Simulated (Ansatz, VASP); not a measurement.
TiW2 in VASP and in Ansatz

```xyz
3
Lattice="4.4873 0.0000 0.0000 -2.2437 3.8861 0.0000 0.0000 0.0000 2.7731" Properties=species:S:1:pos:R:3 pbc="T T T"
Ti    0.0000    0.0000    0.0000
W     0.0000    2.5908    0.9780
W     2.2437    1.2954    1.7951
```

Alike in both runs: functional PBE; k mesh 6 × 6 × 6; occupations gaussian, width 0.1 eV; no spin polarisation.

Ansatz relaxed the structure, and its values are those at the end. VASP's run is a single point on that final structure, the one shown.

|  | VASP | Ansatz |
| --- | --- | --- |
| version | VASP 6.6.1 | Ansatz 0.2.0 |
| potentials or method | VASP PAW PBE potentials, release 64 (Ti_sv, W_sv), cutoff 520 eV | scalar-relativistic, plane waves, PAW |
| valence electrons in the cell | 40 | 40 |

```csv
,VASP,Ansatz,Ansatz less VASP
gap on the k mesh at the Fermi level (eV),none,none,-
pressure (GPa),0.3,0.1,-0.19
rms of the force components (eV/Å),0.016,0.011,-0.0052
```

A gap of «none» marks a metal or a gap that the smearing closes. With one functional, cell and mesh, what is left measures potentials, basis and numerics.

The k mesh is coarse, so the values compare programs but aren't converged. Spin-orbit coupling is off throughout.
